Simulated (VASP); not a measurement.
A run of VASP 6.6.1:

Contents of INCAR:

```
SYSTEM = BeS
ALGO = Normal
EDIFF = 1E-7
ENCUT = 520
GGA = PE
ISIF = 2
ISMEAR = 0
LASPH = .TRUE.
LCHARG = .FALSE.
LREAL = Auto
LWAVE = .FALSE.
NBANDS = 46
NELM = 100
PREC = Accurate
SIGMA = 0.02
```

File KPOINTS:

```
k-points
0
G
  4 4 4
  0 0 0
```

File POSCAR:

```
BeS
1.0
    6.8975854681      0.0000000000      0.0000000000
    0.0000000000      6.8975854681      0.0000000000
    0.0000000000      0.0000000000      5.7201371142
Be S
8 8
Direct
    0.6344464531      0.8655535469      0.9035883455
    0.6344464531      0.1344464531      0.4035883455
    0.3655535469      0.8655535469      0.4035883455
    0.3655535469      0.1344464531      0.9035883455
    0.1344464531      0.3655535469      0.5964116545
    0.8655535469      0.6344464531      0.5964116545
    0.1344464531      0.6344464531      0.0964116545
    0.8655535469      0.3655535469      0.0964116545
    0.6534040416      0.8465959584      0.5342011498
    0.3465959584      0.1534040416      0.5342011498
    0.6534040416      0.1534040416      0.0342011498
    0.3465959584      0.8465959584      0.0342011498
    0.1534040416      0.3465959584      0.9657988502
    0.1534040416      0.6534040416      0.4657988502
    0.8465959584      0.3465959584      0.4657988502
    0.8465959584      0.6534040416      0.9657988502
```

Potentials or basis: VASP PAW PBE potentials, release 64 (Be, S).

The run is started by

```sh
$ cat potpaw_PBE.64/Be/POTCAR potpaw_PBE.64/S/POTCAR > POTCAR
$ mpirun -np 1 vasp_std > vasp.out
```

Hardware: 1 thread of Intel(R) Xeon(R) 6975P-C (Granite Rapids) (shared host).

**Question.** Estimate the wall time of this run.

**Answer.** Wall time 4.5 min on 1 thread of Intel(R) Xeon(R) 6975P-C (Granite Rapids) (shared host), peak memory 0.43 GiB. Counts: scf iterations 18, k points 18.
